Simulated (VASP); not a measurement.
# Sn (P-1) in VASP: further runs

Aim: see how the results for Sn move with the level of theory and the settings. Levels: RPBE, r2SCAN. Tasks: single point.

All numbers are computed with VASP 6.6.1; they aren't measurements. Logs are shortened: lines on timing, memory, paths and dates and some standing lists are left out, and cuts for length are marked.

## 1. The cell of the first run

The typed cell holds 1 atom: a = 3.402 Å, b = 3.333 Å, c = 3.401 Å, α = 105.89°, β = 104.62°, γ = 119.26°.

## 2. Single point, RPBE

INCAR

```
SYSTEM = Sn
ALGO = Fast
EDIFF = 1E-7
ENCUT = 520
GGA = RP
ISIF = 2
ISMEAR = -1
LASPH = .TRUE.
LCHARG = .FALSE.
LREAL = .FALSE.
LWAVE = .FALSE.
NBANDS = 13
NELM = 80
PREC = Accurate
SIGMA = 0.05
```

KPOINTS

```
k-points
0
G
  10 10 10
  0 0 0
```

POSCAR

```
Sn
1.0
   -2.0593227062      2.0789868698      1.7351894115
    1.9983474677     -2.0805697114      1.6698424045
    2.0597229883      2.0803753764     -1.7319169576
Sn
1
Direct
    0.0000000000      0.0000000000      0.0000000000
```

Potentials or basis: VASP PAW PBE potentials, release 64 (Sn_d).

Command:

```
> cat potpaw_PBE.64/Sn_d/POTCAR > POTCAR
> mpirun -np 1 vasp_std > vasp.out
```

OUTCAR:

```text
SYSTEM = Sn
   EDIFF = 1E-7
   ENCUT = 520
   GGA = RP
   ISIF = 2
   ISMEAR = -1
   LASPH = .TRUE.
   LREAL = .FALSE.
   NELM = 80
   PREC = Accurate

 ion  position               nearest neighbor table
   1  0.000  0.000  0.000-

  LATTYP: Found a triclinic cell.
 ALAT       =     3.4020403741
 B/A-ratio  =     1.2226085218
 C/A-ratio  =     1.0010398818
 COS(alpha) =     0.0003201397
 COS(beta)  =     0.5205158652
 COS(gamma) =     0.6114428395

  Lattice vectors:

 A1 = (   2.0593227062,  -2.0789868698,  -1.7351894115)
 A2 = (  -0.0004002821,  -4.1593622462,  -0.0032724539)
 A3 = (   0.0609752385,   0.0015828416,  -3.4050318160)

Analysis of symmetry for initial positions (statically):
=====================================================================
 Subroutine PRICEL returns:
 Original cell was already a primitive cell.

 Routine SETGRP: Setting up the symmetry group for a
 triclinic supercell.

 Subroutine GETGRP returns: Found  2 space group operations
 (whereof  2 operations were pure point group operations)
 out of a pool of  2 trial point group operations.

The static configuration has the point symmetry S_2 .

Analysis of symmetry for dynamics (positions and initial velocities):
=====================================================================
 Subroutine PRICEL returns:
 Original cell was already a primitive cell.

 Routine SETGRP: Setting up the symmetry group for a
 triclinic supercell.

 Subroutine GETGRP returns: Found  2 space group operations
 (whereof  2 operations were pure point group operations)
 out of a pool of  2 trial point group operations.

The dynamic configuration has the point symmetry S_2 .

 Subroutine INISYM returns: Found  2 space group operations
 (whereof  2 operations are pure point group operations),
 and found     1 'primitive' translations

----------------------------------------------------------------------------------------

                                     Primitive cell

  volume of cell :      28.7289

  direct lattice vectors                    reciprocal lattice vectors
    -2.059322706  2.078986870  1.735189411     0.004506787  0.240189828  0.293875370
     1.998347468 -2.080569711  1.669842404     0.250983611 -0.000258750  0.298177354
     2.059722988  2.080375376 -1.731916958     0.246503277  0.240394190  0.004525979

  length of vectors
     3.402040374  3.333247153  3.401463927     0.379571071  0.389746808  0.344345345

[... 86 lines left out ...]
   POTIM  = 0.5000    time-step for ionic-motion
   TEBEG  =    0.0;   TEEND  =   0.0 temperature during run
   PSTRESS=    0.0 pullay stress
   NELECT =      14.0000    total number of electrons
   NUPDOWN=      -1.0000    fix difference up-down
   EMIN   =  10.00;   EMAX   =-10.00  energy-range for DOS
   EFERMI =   0.00;   METHOD = LEGACY
   ISMEAR =    -1;   SIGMA  =   0.05  broadening in eV -4-tet -1-fermi 0-gaus
   EFERMI_NEDOS =   21; number of points for ismear=-14 and -15
   IALGO  =     68    algorithm
   IMIX   =      4    mixing-type and parameters
     AMIX     =   0.40;   BMIX     =  1.00
     AMIX_MAG =   1.60;   BMIX_MAG =  1.00
  volume/ion in A,a.u.               =      28.73       193.87
  Fermi-wavevector in a.u.,A,eV,Ry     =   1.288283  2.434502 22.581224  1.659673
  Thomas-Fermi vector in A             =   2.420246
   LORBIT       =      0    0 simple, 1 ext, 2 COOP (PROOUT), +10 PAW based schemes
   GGA     = RP    functional components
   LHFCALC =     F    Hartree Fock is set to
   AEXX    =    0.0000 exact exchange contribution
   IVDW    =     0    specifies the selected vdW correction
   LEPSILON=     F    determine dielectric tensor
   LRPA    =     F    only Hartree local field effects (RPA)
 non-spin polarized calculation
 RMM-DIIS sequential band-by-band and
  energy-cutoff  :      520.00
  volume of cell :       28.73
 maximum number of plane-waves:       788
 NGX is ok and might be reduce to    28
   NGX = 13   NGY = 13   NGZ = 13

 number of electron      14.0000002 magnetization

 Free energy of the ion-electron system (eV)
  ---------------------------------------------------
  ext. energy  EPLUGINS =         0.00000000
  ---------------------------------------------------
  free energy    TOTEN  =        -3.41634538 eV

  energy without entropy =       -3.41202682  energy(sigma->0) =       -3.41418610

 E-fermi :   7.5078     XC(G=0): -10.0206

 val. band max:        7.4868255020   @ k =  -0.3000  -0.1000   0.3000
 cond. band min:       7.5358510369   @ k =   0.2000   0.5000  -0.0000
 fundamental gap:      0.0490255349
 Fermi energy:         7.5078202245

 k-point     1 :       0.0000    0.0000    0.0000
  band No.  band energies     occupation
      1     -14.0832      2.00000
      2     -14.0235      2.00000
      3     -14.0210      2.00000
      4     -14.0018      2.00000
      5     -13.9206      2.00000
      6      -3.1545      2.00000
      7      14.0838      0.00000
      8      14.1453      0.00000
      9      16.2016      0.00000
     10      17.6268      0.00000
     11      18.7298      0.00000
     12      19.5815      0.00000
     13      19.9258      0.00000
[... 354 lines left out ...]
  band No.  band energies     occupation
      1     -14.0438      2.00000
      2     -14.0292      2.00000
      3     -14.0119      2.00000
      4     -13.9508      2.00000
      5     -13.9402      2.00000
      6      -1.8715      2.00000
      7       8.1404      0.00001
      8      12.6061      0.00000
      9      13.8602      0.00000
     10      16.9231      0.00000
     11      18.8790      0.00000
     12      19.8850      0.00000
     13      21.6724      0.00000

 [... further k-points ...]

------------------------ aborting loop because EDIFF is reached ----------------------------------------

  FORCE on cell =-STRESS in cart. coord.  units (eV):
  Direction    XX          YY          ZZ          XY          YZ          ZX
  --------------------------------------------------------------------------------------
  -------------------------------------------------------------------------------------
  Total       -0.0058675     -0.0061805     -0.0087912     -0.0002197     -0.0004303      0.0002570
  in kB       -0.3272262     -0.3446768     -0.4902746     -0.0122497     -0.0239999      0.0143303
  external PRESSURE =      -0.3873925 kB  Pullay stress =       0.0000000 kB

 VOLUME and BASIS-vectors are now :
 -----------------------------------------------------------------------------
  energy-cutoff  :      520.00
  volume of cell :       28.73
      direct lattice vectors                 reciprocal lattice vectors
    -2.059322706  2.078986870  1.735189411     0.004506787  0.240189828  0.293875370
     1.998347468 -2.080569711  1.669842404     0.250983611 -0.000258750  0.298177354
     2.059722988  2.080375376 -1.731916958     0.246503277  0.240394190  0.004525979

 POSITION                                       TOTAL-FORCE (eV/Angst)
 -----------------------------------------------------------------------------------
      0.00000      0.00000      0.00000         0.000000      0.000000     -0.000000
 -----------------------------------------------------------------------------------
    total drift:                               -0.000000     -0.000000     -0.000000

  FREE ENERGIE OF THE ION-ELECTRON SYSTEM (eV)
  ---------------------------------------------------
  free  energy   TOTEN  =        -3.4163453788 eV

  energy  without entropy=       -3.4120268205  energy(sigma->0) =       -3.41418610
```

OSZICAR:

```text
N       E                     dE             d eps       ncg     rms          rms(c)
DAV:   1     0.810888667200E+02    0.81089E+02   -0.71696E+03 13526   0.158E+03
DAV:   2     0.233495302223E+01   -0.78754E+02   -0.76315E+02 13994   0.339E+02
DAV:   3    -0.330227990029E+01   -0.56372E+01   -0.56172E+01 15653   0.738E+01
DAV:   4    -0.341912992096E+01   -0.11685E+00   -0.11682E+00 15509   0.114E+01
DAV:   5    -0.342320730435E+01   -0.40774E-02   -0.40773E-02 17140   0.208E+00    0.126E+00
RMM:   6    -0.341768632356E+01    0.55210E-02   -0.69011E-03 16483   0.109E+00    0.736E-01
RMM:   7    -0.341627968711E+01    0.14066E-02   -0.66470E-03 15971   0.986E-01    0.842E-02
RMM:   8    -0.341630061041E+01   -0.20923E-04   -0.92506E-04 18092   0.468E-01    0.316E-02
RMM:   9    -0.341633810064E+01   -0.37490E-04   -0.33799E-04 19231   0.199E-01    0.154E-02
RMM:  10    -0.341634173962E+01   -0.36390E-05   -0.74100E-05 18399   0.124E-01    0.178E-03
RMM:  11    -0.341634463493E+01   -0.28953E-05   -0.33733E-05 21110   0.579E-02    0.242E-03
RMM:  12    -0.341634514161E+01   -0.50668E-06   -0.31311E-06 18463   0.218E-02    0.164E-03
RMM:  13    -0.341634533976E+01   -0.19816E-06   -0.11519E-06 17885   0.102E-02    0.991E-04
RMM:  14    -0.341634537879E+01   -0.39028E-07   -0.12910E-07 10065   0.427E-03
   1 F= -.34163454E+01 E0= -.34141861E+01  d E =-.431856E-02
```

Wall time 2 min (1 thread of Intel Xeon 6975P-C (Granite Rapids), shared host); peak memory 0.29 GiB.

Results:

```
Free energy            : -3.4163 eV
Pressure               : 0.0 GPa
Band gap on the k mesh : zero (bands 7 and 8 overlap by 8.50 eV)
```

Caveat: the PAW data sets were made with another functional, which shifts forces and pressure a little; spin-orbit coupling is left out, which moves the levels of the heavy elements.

## 3. Single point, r2SCAN

This run uses another cell than the first one, of 26.87 Å³/atom.

POSCAR

```
Sn
1.0
   -1.9674981069      1.9560121726      1.7921310057
    1.9696390656     -1.9550918056      1.7907234990
    1.9160505362      1.9041293425     -1.7893815286
Sn
1
Direct
    0.0000000000      0.0000000000      0.0000000000
```

INCAR.step1

```
SYSTEM = Sn
PREC = Accurate
ENCUT = 520
ISMEAR = -1
SIGMA = 0.05
LREAL = .False.
LASPH = .True.
NELM = 60
NBANDS = 13
GGA = PE
ALGO = Normal
EDIFF = 1E-4
LWAVE = .True.
LCHARG = .False.
```

INCAR.step2

```
SYSTEM = Sn
PREC = Accurate
ENCUT = 520
EDIFF = 1E-6
ISMEAR = -1
SIGMA = 0.05
LREAL = .False.
LASPH = .True.
NELM = 60
ALGO = Normal
ISIF = 2
LWAVE = .False.
LCHARG = .False.
METAGGA = R2SCAN
LMIXTAU = .True.
NBANDS = 13
ISTART = 1
```

KPOINTS

```
regular mesh
0
Gamma
  10 10 10
  0 0 0
```

Potentials or basis: VASP PAW PBE potentials, release 64 (Sn_d).

Command:

```
> cat potpaw_PBE.64/Sn_d/POTCAR > POTCAR
> cp INCAR.step1 INCAR
> mpirun -np 1 vasp_std > vasp.out
> cp INCAR.step2 INCAR
> mpirun -np 1 vasp_std > vasp.out
```

Wall time 4.9 min (1 thread of Intel Xeon 6975P-C (Granite Rapids), shared host); peak memory 0.28 GiB.

The run converged. Its results:

- Free energy: -24.5045 eV
- Pressure: 0.0 GPa
- Band gap on the k mesh: zero (bands 7 and 8 overlap by 10.28 eV)

Levels at points of the mesh, in eV from the Fermi level:
```csv
k point,band 4,band 5,band 6,band 7,band 8,band 9,band 10,band 11
"(0.00, 0.00, 0.00)",-22.11,-22.07,-11.71,7.88,8.64,9.05,12.14,12.77
"(0.50, 0.00, 0.00)",-22.07,-21.99,-6.39,-4.64,3.45,5.44,7.97,8.53
"(0.00, 0.50, 0.00)",-22.07,-22.00,-6.44,-4.66,3.54,5.55,8.07,8.63
"(0.50, 0.50, 0.00)",-22.10,-22.01,-7.23,-4.89,4.83,6.99,9.70,9.79
"(0.00, 0.00, 0.50)",-22.11,-22.00,-6.78,-4.80,4.41,6.81,9.29,9.63
"(0.50, 0.00, 0.50)",-22.07,-21.99,-6.42,-4.66,3.53,5.54,8.09,8.60
"(0.00, 0.50, 0.50)",-22.07,-21.99,-6.38,-4.64,3.44,5.43,7.98,8.50
"(0.50, 0.50, 0.50)",-22.01,-22.01,-2.40,-1.23,-0.92,0.58,3.90,4.76
```

Caveat: the PAW data sets were made with another functional, which shifts forces and pressure a little; spin-orbit coupling is left out, which moves the levels of the heavy elements.
